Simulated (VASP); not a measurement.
ScPt, 2 atoms in the cell. It takes space group Pm-3m (No. 221, cubic). The conventional cell has a = 3.253 Å, b = 3.253 Å, c = 3.253 Å, α = 90.00°, β = 90.00°, γ = 90.00°. Within 3.7 Å of Sc (site symmetry m-3m) lie 8 Pt at 2.82 Å and 6 Sc at 3.25 Å. Within 3.7 Å of Pt (site symmetry m-3m) lie 8 Sc at 2.82 Å and 6 Pt at 3.25 Å. 

| Quantity | Value |
| --- | --- |
| Program | VASP 6.6.1 |
| Task | single point |
| Functional | PBEsol |
| Potentials or basis | VASP PAW PBE potentials, release 64 (Sc_sv, Pt) |
| Cutoff | 520 eV |
| k mesh | 14 × 14 × 14 |
| Occupations | fermi-dirac, width 0.1 eV |
| Spin | no spin polarisation |
| Dipole correction | no |
| Further INCAR settings | ALGO = Normal; EDIFF = 1e-06; NBANDS = 18 |

Potentials or basis: VASP PAW PBE potentials, release 64 (Sc_sv, Pt).

Launch:

```console
$ cat potpaw_PBE.64/Sc_sv/POTCAR potpaw_PBE.64/Pt/POTCAR > POTCAR
$ mpirun -np 1 vasp_std > vasp.out
```

Hardware: 1 thread of AMD EPYC 7R43 64-Core Processor (Zen 3) (shared host).

Question: Estimate the wall time of this run.

Answer: Run time: 57 s on 1 thread of AMD EPYC 7R43 64-Core Processor (Zen 3), with other jobs on the host, peak memory 0.16 GiB. Counts: scf iterations 13, k points 120.
